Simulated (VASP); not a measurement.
Set up this calculation in VASP 6.6.1, as the native input.

```
Task                   : single point
Functional             : PBE
Potentials or basis    : VASP PAW PBE potentials, release 64 (Ru_pv, Si)
Cutoff                 : 520 eV
k mesh                 : 10 × 6 × 1
Occupations            : gaussian, width 0.1 eV
Spin                   : no spin polarisation
Dipole correction      : yes
Further INCAR settings : ALGO = Normal; EDIFF = 1e-06; NBANDS = 53
```

The structure of SiRu6 lies in POSCAR:

```
SiRu6
1.0
    2.7197977462      0.0000000000      0.0000000000
    0.0000000000      4.2966597640      0.0000000000
    0.0000000000      0.0000000000     20.8383397414
Ru Si
6 1
Direct
    0.0000000000      0.7500000000      0.1919538720
    0.5000000000      0.2500000000      0.2296314409
    0.5000000000      0.7500000000      0.3049865786
    0.0000000000      0.2500000000      0.3407382302
    0.0000000000      0.7500000000      0.4168575075
    0.5000000000      0.2500000000      0.4481326179
    1.0000000000      0.6500000000      0.5263031714
```

The input as run:

INCAR

```
SYSTEM = SiRu6
PREC     = Accurate       ! precision mode
ENCUT    = 520            ! plane-wave cutoff, eV
EDIFF    = 1E-6           ! SCF threshold, eV
ISMEAR   = 0              ! smearing method
SIGMA    = 0.1            ! smearing width, eV
LREAL    = .False.        ! projectors in reciprocal space
LASPH    = .True.         ! aspherical terms in the spheres
NELM     = 100            ! most SCF steps
ALGO     = Normal         ! electronic algorithm
ISIF     = 2              ! what is computed and relaxed
LWAVE    = .False.        ! write WAVECAR
LCHARG   = .False.        ! write CHGCAR
LDIPOL   = .True.       
IDIPOL   = 3            
DIPOL    = 0.5 0.5 0.351
GGA      = PE             ! functional
NBANDS   = 53             ! bands
```

KPOINTS

```
regular mesh
0
Gamma
  10 6 1
  0 0 0
```

Potentials or basis: VASP PAW PBE potentials, release 64 (Ru_pv, Si).

Command:

```console
$ cat potpaw_PBE.64/Ru_pv/POTCAR potpaw_PBE.64/Si/POTCAR > POTCAR
$ mpirun -np 1 vasp_std > vasp.out
```

Results of the run:

```
Largest force          : 2.098 eV/Å
Band gap on the k mesh : zero (bands 44 and 45 overlap by 1.08 eV)
```

It took 5.1 min on 1 thread of Intel(R) Xeon(R) 6975P-C (Granite Rapids), with other jobs on the host, peak memory 0.44 GiB.
